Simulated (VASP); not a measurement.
A run of VASP 6.6.1 is set up as follows.

File INCAR:

```
SYSTEM = GaC3
  ALGO = Normal
  EDIFF = 1E-7
  EDIFFG = -0.01
  ENCUT = 600
  GGA = PE
  IBRION = 2
  ISIF = 3
  ISMEAR = 1
  LASPH = .True.
  LCHARG = .False.
  LREAL = .False.
  LWAVE = .False.
  NELM = 60
  NSW = 50
  PREC = Accurate
  PSTRESS = 60.0
  SIGMA = 0.1
```

The input KPOINTS:

```
k-points
0
Gamma
  7 7 7
  0 0 0
```

File POSCAR:

```
GaC3
1.0
    3.3189480000      0.0000000000      0.0000000000
    0.0000000000      3.3189480000      0.0000000000
    0.0000000000      0.0000000000      3.3189480000
Ga C
1 3
Direct
    0.0000000000      0.0000000000      0.0000000000
    0.0000000000      0.5000000000      0.5000000000
    0.5000000000      0.0000000000      0.5000000000
    0.5000000000      0.5000000000      0.0000000000
```

Potentials or basis: VASP PAW PBE potentials, release 64 (Ga_d, C).

The run is started by

```sh
$ cat potpaw_PBE.64/Ga_d/POTCAR potpaw_PBE.64/C/POTCAR > POTCAR
$ mpirun -np 1 vasp_std > vasp.out
```

Q: Estimate the relaxed cell.

A: a = 3.293 Å, b = 3.293 Å, c = 3.293 Å, α = 90.00°, β = 90.00°, γ = 90.00°.

Q: What does it give for the relaxed volume?

A: 8.92 Å³/atom.

Q: Predict the space group after relaxing (to 0.05 Å).

A: Pm-3m (No. 221).

Step by step:
```tsv
step	energy change (eV)	largest force (eV/Å)	pressure (GPa)	volume (Å³)
1	0.0000	0.0000	2.05	36.56
2	0.0348	0.0000	7.62	35.38
3	0.0214	0.0000	6.00	35.70
```

Caveat: the cell is relaxed towards a set pressure, so the enthalpy falls and the energy may rise.
